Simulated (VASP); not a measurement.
Runs of VASP 6.6.1 on Cu. The structure is that of space group P6_3/mmc (No. 194), or close to it. The cells are those of the table. This isn't the form of Cu at room conditions, which is fcc.

| task | cell | cutoff (eV) | gap on the mesh (eV) | pressure (GPa) |
| --- | --- | --- | --- | --- |
| relaxation of cell and atoms | relaxed to 260 GPa from a = 2.167, b = 2.167, c = 3.510 Å, angles 90.0, 90.0, 120.0°, 2 atoms | 600 | none | 260.0 |
| relaxation of cell and atoms | relaxed to 260 GPa from a = 2.159, b = 2.159, c = 3.537 Å, angles 90.0, 90.0, 120.0°, 2 atoms | 600 | none | 260.0 |
| single point | a = 2.159, b = 2.159, c = 3.537 Å, angles 90.0, 90.0, 120.0°, 2 atoms | 520 | none | (a) |
| single point | a = 2.160, b = 2.160, c = 3.537 Å, angles 90.0, 90.0, 120.0°, 2 atoms | 520 | none | 261.7 |

Alike in all rows: level PBE; potentials or basis VASP PAW PBE potentials, release 64 (Cu); no spin polarisation; k mesh 20 × 20 × 11; smearing fermi-dirac 0.1 eV.

Task: Estimate the missing entries.

Result: (a) 262.1.

Caveats: the cell is relaxed towards a set pressure, so the run minimises the enthalpy, not the energy (at least some runs); the cell stands under pressure (at least some runs).

A gap of «none» marks levels without a gap at the run's occupations.
